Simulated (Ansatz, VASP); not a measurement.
AlN in VASP and in Ansatz

```xyz
4
Lattice="3.1302 0.0000 0.0000 0.0000 5.0181 0.0000 0.0000 0.0000 16.9036" Properties=species:S:1:pos:R:3 pbc="T T T"
Al    2.3476    0.4033    8.5787
Al    0.7825    2.9123    8.3249
N     2.3476    2.1057    8.0874
N     0.7825    4.6149    8.8162
```

Alike in both runs: functional PBE; k mesh 10 × 6 × 1; occupations fermi-dirac, width 0.02 eV; no spin polarisation.

Ansatz relaxed the structure, and its values are those at the end. VASP's run is a single point on that final structure, the one shown.

|  | VASP | Ansatz |
| --- | --- | --- |
| version | VASP 6.6.1 | Ansatz 0.2.0 |
| potentials or method | VASP PAW PBE potentials, release 64 (Al, N), cutoff 520 eV | all-electron LAPW, scalar-relativistic |

Ansatz gave:

```
gap on the k mesh at the Fermi level (eV) : 3.09
```

Which values does VASP return?

gap on the k mesh at the Fermi level (eV): 3.08.

Ansatz ran all-electron here, and VASP with PAW potentials.
